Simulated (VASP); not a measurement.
Input of a VASP 6.6.1 run:

INCAR

```
SYSTEM = Ni
ALGO     = Normal         ! electronic algorithm
EDIFF    = 1E-7           ! SCF threshold, eV
ENCUT    = 520            ! plane-wave cutoff, eV
GGA      = CA             ! functional
ISIF     = 2              ! what is computed and relaxed
ISMEAR   = 0              ! smearing method
ISPIN    = 2              ! spin polarisation
LASPH    = .TRUE.         ! aspherical terms in the spheres
LCHARG   = .FALSE.        ! write CHGCAR
LMAXMIX  = 4              ! l up to which the mixer works
LORBIT   = 11             ! projections on sites
LREAL    = .FALSE.        ! projectors in reciprocal space
LWAVE    = .FALSE.        ! write WAVECAR
MAGMOM   = 0.607          ! initial moments
NBANDS   = 15             ! bands
NELM     = 150            ! most SCF steps
PREC     = Accurate       ! precision mode
SIGMA    = 0.1            ! smearing width, eV
```

Contents of KPOINTS:

```
k-points
0
G
  16 16 16
  0 0 0
```

Contents of POSCAR:

```
Ni
1.0
    0.0000000000      1.7124646296      1.7124646296
    1.7124646296      0.0000000000      1.7124646296
    1.7124646296      1.7124646296      0.0000000000
Ni
1
Direct
    0.0000000000      0.0000000000      0.0000000000
```

Potentials or basis: VASP PAW LDA potentials, release 64 (Ni).

Launch:

```console
$ cat potpaw_LDA.64/Ni/POTCAR > POTCAR
$ mpirun -np 1 vasp_std > vasp.out
```

Q: What does it give for the pressure?

A: -0.6 GPa.

Q: Predict the net moment.

A: 0.57 μB per cell.

Q: Predict the site moments.

A: Ni +0.57 μB.
